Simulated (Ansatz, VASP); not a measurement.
Two plane-wave programs on Ni2Pt

```xyz
3
Lattice="2.6682 0.0000 0.0000 -1.3341 2.3108 0.0000 0.0000 0.0000 6.2399" Properties=species:S:1:pos:R:3 pbc="T T T"
Ni    0.0000    1.5405    4.0739
Ni    1.3341    0.7703    2.1660
Pt    0.0000    0.0000    0.0000
```

Alike in both runs: functional PBE; k mesh 6 × 6 × 4; occupations gaussian, width 0.1 eV; collinear spin.

Ansatz relaxed the structure, and its values are those at the end. VASP's run is a single point on that final structure, the one shown.

|  | VASP | Ansatz |
| --- | --- | --- |
| version | VASP 6.6.1 | Ansatz 0.2.0 |
| potentials or method | VASP PAW PBE potentials, release 64 (Ni, Pt), cutoff 520 eV | scalar-relativistic, plane waves, PAW |
| valence electrons in the cell | 30 | 54 |

VASP gave:

- gap on the k mesh at the Fermi level (eV): none
- pressure (GPa): -0.4
- rms of the force components (eV/Å): 0.026
- net moment per atom (μB): 0.56
- size of the moment on the site where the two differ most (μB): 0.76

Q: Which values does Ansatz return?

A: gap on the k mesh at the Fermi level (eV): none; pressure (GPa): -0.1; rms of the force components (eV/Å): 0.019; net moment per atom (μB): 0.56; size of the moment on the site where the two differ most (μB): 0.80.

Site moments also hang on the region over which each program counts them. A gap of «none» marks a metal or a gap that the smearing closes. With one functional, cell and mesh, what is left measures potentials, basis and numerics. VASP's potentials hold 30 valence electrons a cell and Ansatz's 54, so a difference there can come from the potentials and not from the codes.

The k mesh is coarse, so the values compare programs but aren't converged. Neither program's run includes spin-orbit coupling.
